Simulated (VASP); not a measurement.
# H2Se (P4mm) in VASP: notebook

Runs on H2Se. Level: PBE+D3(BJ). Tasks: single point, relaxation of cell and atoms.

All numbers are computed with VASP 6.6.1; they aren't measurements. Logs are shortened: lines on timing, memory, paths and dates and some standing lists are left out, and cuts for length are marked.

### 1 The cell of the first run

It takes space group P4mm (No. 99, tetragonal). Conventional cell: a = 2.924 Å, b = 2.924 Å, c = 4.965 Å, α = 90.00°, β = 90.00°, γ = 90.00°. H (site symmetry 2mm) has 2 Se at 1.84 Å and 4 H at 2.07 Å within 2.4 Å. Se (site symmetry 4mm) has 4 H at 1.84 Å within 2.4 Å.

### 2 Single point, PBE+D3(BJ)

File INCAR:

```
  PREC = Accurate
  ENCUT = 520
  EDIFF = 1E-7
  ISMEAR = 0
  SIGMA = 0.1
  LREAL = False
  LASPH = True
  NELM = 60
  ALGO = Normal
  ISIF = 2
  LWAVE = False
  LCHARG = False
  GGA = PE
  IVDW = 12
  NBANDS = 11
```

File KPOINTS:

```
Automatic mesh
0
Gamma
  6 6 4
```

File POSCAR:

```
H2Se
1.0
    2.9236461600      0.0000000000      0.0000000000
    0.0000000000      2.9236461600      0.0000000000
    0.0000000000      0.0000000000      4.9645571500
H Se
2 1
Direct
    0.0000000000      0.5000000000      0.6643277200
    0.5000000000      0.0000000000      0.6643277200
    0.5000000000      0.5000000000      0.8880044400
```

Potentials or basis: VASP PAW PBE potentials, release 64 (H, Se).

Run with:

```
> cat potpaw_PBE.64/H/POTCAR potpaw_PBE.64/Se/POTCAR > POTCAR
> mpirun -np 1 vasp_std > vasp.out
```

OUTCAR:

```text
PREC = Accurate
   ENCUT = 520
   EDIFF = 1E-7
   ISMEAR = 0
   LREAL = False
   LASPH = True
   NELM = 60
   ISIF = 2
   GGA = PE
   IVDW = 12
 IVDW          = 12

 ion  position               nearest neighbor table
   1  0.000  0.500  0.664-   3 1.84   3 1.84
   2  0.500  0.000  0.664-   3 1.84   3 1.84
   3  0.500  0.500  0.888-   1 1.84   2 1.84   2 1.84   1 1.84

  LATTYP: Found a simple tetragonal cell.
 ALAT       =     2.9236461600
 C/A-ratio  =     1.6980704498

  Lattice vectors:

 A1 = (   2.9236461600,   0.0000000000,   0.0000000000)
 A2 = (   0.0000000000,   2.9236461600,   0.0000000000)
 A3 = (   0.0000000000,   0.0000000000,   4.9645571500)

Analysis of symmetry for initial positions (statically):
=====================================================================
 Subroutine PRICEL returns:
 Original cell was already a primitive cell.

 Routine SETGRP: Setting up the symmetry group for a
 simple tetragonal supercell.

 Subroutine GETGRP returns: Found  8 space group operations
 (whereof  8 operations were pure point group operations)
 out of a pool of 16 trial point group operations.

The static configuration has the point symmetry C_4v.

Analysis of symmetry for dynamics (positions and initial velocities):
=====================================================================
 Subroutine PRICEL returns:
 Original cell was already a primitive cell.

 Routine SETGRP: Setting up the symmetry group for a
 simple tetragonal supercell.

 Subroutine GETGRP returns: Found  8 space group operations
 (whereof  8 operations were pure point group operations)
 out of a pool of 16 trial point group operations.

The dynamic configuration has the point symmetry C_4v.

 Subroutine INISYM returns: Found  8 space group operations
 (whereof  8 operations are pure point group operations),
 and found     1 'primitive' translations

----------------------------------------------------------------------------------------

                                     Primitive cell

  volume of cell :      42.4356

  direct lattice vectors                    reciprocal lattice vectors
     2.923646160  0.000000000  0.000000000     0.342038655  0.000000000  0.000000000
     0.000000000  2.923646160  0.000000000     0.000000000  0.342038655  0.000000000
     0.000000000  0.000000000  4.964557150     0.000000000  0.000000000  0.201427835

  length of vectors
     2.923646160  2.923646160  4.964557150     0.342038655  0.342038655  0.201427835

  position of ions in fractional coordinates (direct lattice)
     0.000000000  0.500000000  0.664327720
     0.500000000  0.000000000  0.664327720
     0.500000000  0.500000000  0.888004440

  ion indices of the primitive-cell ions
   primitive index   ion index
                 1           1
                 2           2
                 3           3

----------------------------------------------------------------------------------------

 KPOINTS: Automatic mesh

Automatic generation of k-mesh.
 Grid dimensions read from file:
 generate k-points for:    6    6    4

 Generating k-lattice:

  Cartesian coordinates                     Fractional coordinates (reciprocal lattice)
     0.057006442  0.000000000  0.000000000     0.166666667  0.000000000  0.000000000
     0.000000000  0.057006442  0.000000000     0.000000000  0.166666667  0.000000000
     0.000000000  0.000000000  0.050356959     0.000000000  0.000000000  0.250000000

  Length of vectors
     0.057006442  0.057006442  0.050356959

  Shift w.r.t. Gamma in fractional coordinates (k-lattice)
     0.000000000  0.000000000  0.000000000

 Subroutine IBZKPT returns following result:
 ===========================================

 Found     30 irreducible k-points:

 Following reciprocal coordinates:
            Coordinates               Weight
  0.000000  0.000000  0.000000      1.000000
  0.166667  0.000000  0.000000      4.000000
  0.333333  0.000000  0.000000      4.000000
  0.500000  0.000000  0.000000      2.000000
  0.166667  0.166667  0.000000      4.000000
  0.333333  0.166667  0.000000      8.000000
[... 16 lines left out ...]
  0.333333  0.000000  0.500000      4.000000
  0.500000  0.000000  0.500000      2.000000
 [... further k-points ...]
   k-points           NKPTS =     30   k-points in BZ     NKDIM =     30   number of bands    NBANDS=     11
   number of dos      NEDOS =    301   number of ions     NIONS =      3
   total plane-waves  NPLWV =  23040
   dimension x,y,z NGX =    24 NGY =   24 NGZ =   40
   dimension x,y,z NGXF=    48 NGYF=   48 NGZF=   80
   ions per type =               2   1
   NGX,Y,Z   is equivalent  to a cutoff of  13.65, 13.65, 13.39 a.u.
   NGXF,Y,Z  is equivalent  to a cutoff of  27.29, 27.29, 26.79 a.u.
 SYSTEM =  unknown system
   PREC   = accura    normal or accurate (medium, high low for compatibility)
   ISTART =      0    job   : 0-new  1-cont  2-samecut
   ICHARG =      2    charge: 1-file 2-atom 10-const
   ISPIN  =      1    spin polarized calculation?
   LNONCOLLINEAR =      F non collinear calculations
   LSORBIT =      F    spin-orbit coupling
   LASPH  =      T    aspherical Exc in radial PAW
   ENCUT  =  520.0 eV  38.22 Ry    6.18 a.u.   5.44  5.44  9.23*2*pi/ulx,y,z
   NELM   =     60;   NELMIN=  2; NELMDL= -5     # of ELM steps
   EDIFF  = 0.1E-06   stopping-criterion for ELM
   LREAL  =      F    real-space projection
   EDIFFG = 0.1E-05   stopping-criterion for IOM
   NSW    =      0    number of steps for IOM
   IBRION =     -1    ionic relax: 0-MD 1-quasi-New 2-CG
   NFREE  =      0    steps in history (QN), initial steepest desc. (CG)
   ISIF   =      2    stress and relaxation
   ISYM   =      2    0-nonsym 1-usesym 2-fastsym
   POTIM  = 0.5000    time-step for ionic-motion
   TEBEG  =    0.0;   TEEND  =   0.0 temperature during run
   PSTRESS=    0.0 pullay stress
   NELECT =       8.0000    total number of electrons
   NUPDOWN=      -1.0000    fix difference up-down
   EMIN   =  10.00;   EMAX   =-10.00  energy-range for DOS
   EFERMI =   0.00;   METHOD = LEGACY
   ISMEAR =     0;   SIGMA  =   0.10  broadening in eV -4-tet -1-fermi 0-gaus
   EFERMI_NEDOS =   21; number of points for ismear=-14 and -15
   IALGO  =     38    algorithm
   IMIX   =      4    mixing-type and parameters
     AMIX     =   0.40;   BMIX     =  1.00
     AMIX_MAG =   1.60;   BMIX_MAG =  1.00
  volume/ion in A,a.u.               =      14.15        95.46
  Fermi-wavevector in a.u.,A,eV,Ry     =   0.938703  1.773891 11.988950  0.881163
  Thomas-Fermi vector in A             =   2.065941
   LORBIT       =      0    0 simple, 1 ext, 2 COOP (PROOUT), +10 PAW based schemes
   GGA     = PE    functional components
   LHFCALC =     F    Hartree Fock is set to
   AEXX    =    0.0000 exact exchange contribution
   IVDW    =    12    specifies the selected vdW correction
   LEPSILON=     F    determine dielectric tensor
   LRPA    =     F    only Hartree local field effects (RPA)
 non-spin polarized calculation
 Gauss-broadening in eV      SIGMA  =   0.10
  energy-cutoff  :      520.00
  volume of cell :       42.44
 maximum number of plane-waves:      1163
 NGX is ok and might be reduce to    24
   NGX = 11   NGY = 11   NGZ = 19

 number of electron       8.0000001 magnetization

 Free energy of the ion-electron system (eV)
  ---------------------------------------------------
  ext. energy  EPLUGINS =         0.00000000
  ---------------------------------------------------
  free energy    TOTEN  =        -7.58239678 eV

  energy without entropy =       -7.57249284  energy(sigma->0) =       -7.57744481

 E-fermi :   2.5969     XC(G=0):  -7.9107

 val. band max:        2.5693480197   @ k =   0.5000   0.3333   0.5000
 cond. band min:       2.6070961371   @ k =   0.1667   0.0000   0.0000
 fundamental gap:      0.0377481175
 Fermi energy:         2.5968781644

 k-point     1 :       0.0000    0.0000    0.0000
  band No.  band energies     occupation
      1     -14.5034      2.00000
      2      -5.0538      2.00000
      3       2.0960      2.00000
      4       2.1963      2.00000
      5       2.3451      1.99963
      6       2.3451      1.99963
      7       8.9655      0.00000
      8      12.0290      0.00000
      9      13.2018      0.00000
     10      15.2862      0.00000
     11      15.2862      0.00000

 k-point     2 :       0.1667    0.0000    0.0000
  band No.  band energies     occupation
      1     -14.1278      2.00000
      2      -4.7243      2.00000
      3      -1.4640      2.00000
      4       2.6071      0.88510
      5       2.6158      0.78921
      6       3.9905      0.00000
      7       9.0945      0.00000
      8      11.7859      0.00000
      9      13.3335      0.00000
     10      15.6299      0.00000
     11      15.7211      0.00000

 k-point     3 :       0.3333    0.0000    0.0000
  band No.  band energies     occupation
      1     -13.1484      2.00000
      2      -5.2472      2.00000
      3      -3.4228      2.00000
      4       3.1909      0.00000
      5       3.2103      0.00000
      6       3.8117      0.00000
      7       7.9720      0.00000
      8      10.4297      0.00000
      9      14.3722      0.00000
     10      15.2370      0.00000
     11      15.6894      0.00000
[... 267 lines left out ...]
 k-point    23 :       0.3333    0.0000    0.5000
  band No.  band energies     occupation
      1     -13.1175      2.00000
      2      -5.2456      2.00000
      3      -3.7902      2.00000
      4       2.6724      0.28535
      5       3.2259      0.00000
      6       5.5330      0.00000
      7       9.1729      0.00000
      8       9.9680      0.00000
      9      13.4112      0.00000
     10      14.6526      0.00000
     11      15.2811      0.00000

 k-point    24 :       0.5000    0.0000    0.5000
  band No.  band energies     occupation
      1     -12.3963      2.00000
      2      -6.6699      2.00000
      3      -3.1506      2.00000
      4       1.3728      2.00000
      5       3.5805      0.00000
      6       5.9711      0.00000
      7      10.2975      0.00000
      8      11.6010      0.00000
      9      11.8529      0.00000
     10      12.8262      0.00000
     11      14.2128      0.00000

 [... further k-points ...]

------------------------ aborting loop because EDIFF is reached ----------------------------------------

 Edisp (eV)   -0.34953

 E8    (eV) :    -0.1198

  FORCE on cell =-STRESS in cart. coord.  units (eV):
  Direction    XX          YY          ZZ          XY          YZ          ZX
  --------------------------------------------------------------------------------------
  -------------------------------------------------------------------------------------
  Total       2.91133     2.91133    -2.40417     0.00000    -0.00000     0.00000
  in kB     109.91874   109.91874   -90.77058     0.00000    -0.00000     0.00000
  external pressure =       43.02 kB  Pullay stress =        0.00 kB

 VOLUME and BASIS-vectors are now :
 -----------------------------------------------------------------------------
  energy-cutoff  :      520.00
  volume of cell :       42.44
      direct lattice vectors                 reciprocal lattice vectors
     2.923646160  0.000000000  0.000000000     0.342038655  0.000000000  0.000000000
     0.000000000  2.923646160  0.000000000     0.000000000  0.342038655  0.000000000
     0.000000000  0.000000000  4.964557150     0.000000000  0.000000000  0.201427835

 POSITION                                       TOTAL-FORCE (eV/Angst)
 -----------------------------------------------------------------------------------
      0.00000      1.46182      3.29809         0.000000      0.000000      0.850899
      1.46182      0.00000      3.29809        -0.000000      0.000000      0.850899
      1.46182      1.46182      4.40855        -0.000000     -0.000000     -1.701797
 -----------------------------------------------------------------------------------
    total drift:                                0.000000     -0.000000      0.000036

  FREE ENERGIE OF THE ION-ELECTRON SYSTEM (eV)
  ---------------------------------------------------
  free  energy   TOTEN  =        -7.9319222737 eV

  energy  without entropy=       -7.9220183398  energy(sigma->0) =       -7.92697031
```

Run time: 8.8 s. Hardware: 1 thread of Intel Xeon 6975P-C (Granite Rapids), shared host; peak memory 0.16 GiB.

What came out:

| Item | Value |
| --- | --- |
| Free energy | -7.9319 eV |
| Pressure | 4.3 GPa |
| Largest force | 1.702 eV/Å |
| Band gap on the k mesh | zero (band 4 reaches 3.19 eV, above the bottom of band 5 at 1.71 eV) |
| Dispersion energy per atom | -0.117 eV |

Forces on the atoms (eV/Å):
```
H    0.000  0.000  0.851
H    0.000  0.000  0.851
Se   0.000  0.000 -1.702
```

Levels at points of the mesh, in eV from the Fermi level:
```
           k point  band 2  band 3  band 4  band 5  band 6  band 7
(0.00, 0.00, 0.00)   -7.65   -0.50   -0.40   -0.25   -0.25    6.37
(0.50, 0.00, 0.00)   -9.32   -5.40   -0.51    0.97    2.26    5.41
(0.50, 0.50, 0.00)   -8.01   -8.01   -2.24    1.04    1.04    1.78
(0.00, 0.00, 0.50)   -8.14   -0.48   -0.23   -0.23    2.57    4.49
(0.50, 0.00, 0.50)   -9.27   -5.75   -1.22    0.98    3.37    7.70
(0.50, 0.50, 0.50)   -7.97   -7.97   -2.49    0.58    0.58    2.00
```

Caveat: forces of over 1 eV/Å act on the atoms, so gaps and moduli don't describe the material at rest.

### 3 Single point, PBE+D3(BJ)

This run uses another cell than the first one, of 15.62 Å³/atom, 1.104 times its volume.

File INCAR:

```
ALGO = Normal
EDIFF = 1E-6
ENCUT = 520
GGA = PE
ISIF = 2
ISMEAR = 0
IVDW = 12
LASPH = T
LCHARG = F
LREAL = F
LWAVE = F
NBANDS = 11
NELM = 80
PREC = Accurate
SIGMA = 0.1
```

File KPOINTS:

```
k-points
0
Gamma
  6 6 4
```

File POSCAR:

```
H2Se
1.0
    3.3816444843      0.0000000000      0.0000000000
    0.0000000000      3.3816444843      0.0000000000
    0.0000000000      0.0000000000      4.0973584316
H Se
2 1
Direct
    0.0000000000      0.5000000000      0.6964907301
    0.5000000000      0.0000000000      0.6964907301
    0.5000000000      0.5000000000      0.8236784197
```

Potentials or basis: VASP PAW PBE potentials, release 64 (H, Se).

Run with:

```
> cat potpaw_PBE.64/H/POTCAR potpaw_PBE.64/Se/POTCAR > POTCAR
> mpirun -np 1 vasp_std > vasp.out
```

OUTCAR:

```text
EDIFF = 1E-6
   ENCUT = 520
   GGA = PE
   ISIF = 2
   ISMEAR = 0
   IVDW = 12
   LASPH = T
   LREAL = F
   NELM = 80
   PREC = Accurate
 IVDW          = 12

 ion  position               nearest neighbor table
   1  0.000  0.500  0.696-   3 1.77   3 1.77
   2  0.500  0.000  0.696-   3 1.77   3 1.77
   3  0.500  0.500  0.824-   1 1.77   2 1.77   2 1.77   1 1.77

  LATTYP: Found a simple tetragonal cell.
 ALAT       =     3.3816444843
 C/A-ratio  =     1.2116467153

  Lattice vectors:

 A1 = (   3.3816444843,   0.0000000000,   0.0000000000)
 A2 = (   0.0000000000,   3.3816444843,   0.0000000000)
 A3 = (   0.0000000000,   0.0000000000,   4.0973584316)

Analysis of symmetry for initial positions (statically):
=====================================================================
 Subroutine PRICEL returns:
 Original cell was already a primitive cell.

 Routine SETGRP: Setting up the symmetry group for a
 simple tetragonal supercell.

 Subroutine GETGRP returns: Found  8 space group operations
 (whereof  8 operations were pure point group operations)
 out of a pool of 16 trial point group operations.

[... 178 lines left out ...]
      5      -0.3109      2.00000
      6       3.1277      0.00000
      7       5.0959      0.00000
      8      12.4625      0.00000
      9      14.4028      0.00000
     10      14.4028      0.00000
     11      15.0012      0.00000
[... 309 lines left out ...]
 k-point    24 :       0.5000    0.0000    0.5000
  band No.  band energies     occupation
      1     -12.8828      2.00000
      2      -7.1207      2.00000
      3      -2.5047      2.00000
      4       0.3858      0.56343
      5       2.0324      0.00000
      6       3.4603      0.00000
      7      10.4369      0.00000
      8      11.1109      0.00000
      9      11.3553      0.00000
     10      12.7856      0.00000
     11      13.5440      0.00000

 [... further k-points ...]

------------------------ aborting loop because EDIFF is reached ----------------------------------------

 Edisp (eV)   -0.31179

 E8    (eV) :    -0.1071

  FORCE on cell =-STRESS in cart. coord.  units (eV):
  Direction    XX          YY          ZZ          XY          YZ          ZX
  --------------------------------------------------------------------------------------
  -------------------------------------------------------------------------------------
  Total       0.10420     0.10420    -0.00871     0.00000     0.00000     0.00000
  in kB       3.56312     3.56312    -0.29769     0.00000     0.00000     0.00000
  external pressure =        2.28 kB  Pullay stress =        0.00 kB

 VOLUME and BASIS-vectors are now :
 -----------------------------------------------------------------------------
  energy-cutoff  :      520.00
  volume of cell :       46.86
      direct lattice vectors                 reciprocal lattice vectors
     3.381644484  0.000000000  0.000000000     0.295714113  0.000000000  0.000000000
     0.000000000  3.381644484  0.000000000     0.000000000  0.295714113  0.000000000
     0.000000000  0.000000000  4.097358432     0.000000000  0.000000000  0.244059683

 POSITION                                       TOTAL-FORCE (eV/Angst)
 -----------------------------------------------------------------------------------
      0.00000      1.69082      2.85377         0.000000     -0.000000     -0.004634
      1.69082      0.00000      2.85377         0.000000     -0.000000     -0.004634
      1.69082      1.69082      3.37491         0.000000      0.000000      0.009268
 -----------------------------------------------------------------------------------
    total drift:                                0.000000      0.000000     -0.000139

  FREE ENERGIE OF THE ION-ELECTRON SYSTEM (eV)
  ---------------------------------------------------
  free  energy   TOTEN  =        -9.6019223426 eV

  energy  without entropy=       -9.5984693894  energy(sigma->0) =       -9.60019587
```

OSZICAR:

```text
N       E                     dE             d eps       ncg     rms          rms(c)
DAV:   1     0.236786361950E+02    0.23679E+02   -0.33162E+03   660   0.579E+02
DAV:   2    -0.786110689793E+01   -0.31540E+02   -0.30172E+02   823   0.984E+01
DAV:   3    -0.935024806211E+01   -0.14891E+01   -0.14844E+01   815   0.244E+01
DAV:   4    -0.935950708390E+01   -0.92590E-02   -0.92581E-02   792   0.216E+00
DAV:   5    -0.935955611696E+01   -0.49033E-04   -0.49033E-04   846   0.148E-01    0.441E+00
DAV:   6    -0.930829533489E+01    0.51261E-01   -0.29962E-02   750   0.785E-01    0.263E+00
DAV:   7    -0.928798231478E+01    0.20313E-01   -0.61246E-02   783   0.118E+00    0.193E-01
DAV:   8    -0.928992439223E+01   -0.19421E-02   -0.31666E-03   699   0.290E-01    0.407E-02
DAV:   9    -0.929005554673E+01   -0.13115E-03   -0.17180E-04   819   0.694E-02    0.339E-02
DAV:  10    -0.929012329869E+01   -0.67752E-04   -0.54740E-05   699   0.464E-02    0.121E-02
DAV:  11    -0.929012895474E+01   -0.56561E-05   -0.65311E-06   759   0.144E-02    0.252E-03
DAV:  12    -0.929012996142E+01   -0.10067E-05   -0.11976E-06   714   0.684E-03    0.745E-04
DAV:  13    -0.929013004046E+01   -0.79045E-07   -0.57266E-08   665   0.158E-03
   1 F= -.96019223E+01 E0= -.96001959E+01  d E =-.345295E-02
```

It took 8.8 s on 1 thread of Intel Xeon 6975P-C (Granite Rapids), shared host; peak memory 0.17 GiB.

What came out:

```yaml
Free_energy: -9.6019 eV
Pressure: 0.2 GPa
Largest_force: 0.009 eV/Å
Band_gap_on_the_k_mesh: zero (band 4 reaches 0.39 eV, above the bottom of band 5 at -0.31 eV)
Dispersion_energy_per_atom: -0.104 eV
```

Forces in eV/Å, atoms in the order of the input:
```
H    0.000  0.000 -0.005
H    0.000  0.000 -0.005
Se   0.000  0.000  0.009
```

Caveat: the k points lie up to 0.38 Å⁻¹ apart.

(Continued in part 2 of 2.)
